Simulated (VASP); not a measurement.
The system is LaH3.

```
La H
1.0
     3.94068    0.00000    0.00000
     1.97034    3.41273    0.00000
     1.97034    1.13758    3.21755
La H
1 3
Direct
  0.00000 0.00000 0.00000
  0.50000 0.50000 0.50000
  0.75000 0.75000 0.75000
  0.25000 0.25000 0.25000
```

Base run:

- Program: VASP 6.6.1
- Functional: r2SCAN
- Potentials or basis: VASP PAW PBE potentials, release 64 (La, H)
- Cutoff: 520 eV
- k mesh: 6 × 6 × 6
- Occupations: methfessel-paxton, width 0.1 eV
- Spin: no spin polarisation

Its results: band gap on the k mesh 0.15 eV, indirect (least direct gap 0.28 eV); pressure -0.3 GPa.

Task: The run is repeated on the same cell with these changes: k mesh from 6 × 6 × 6 to 2 × 2 × 2; further incar settings from ALGO = Normal; EDIFF = 1e-06; NBANDS = 15 to ALGO = Normal; EDIFF = 1e-07; NBANDS = 15. What comes out?

Result: Band gap on the k mesh 0.07 eV, indirect (least direct gap 0.21 eV); pressure 5.3 GPa.

Caveats: some runs use coarse meshes; the PAW data sets were made with another functional, which shifts forces and pressure a little; spin-orbit coupling is left out, which moves the levels of the heavy elements.

A k mesh can miss the band edges.
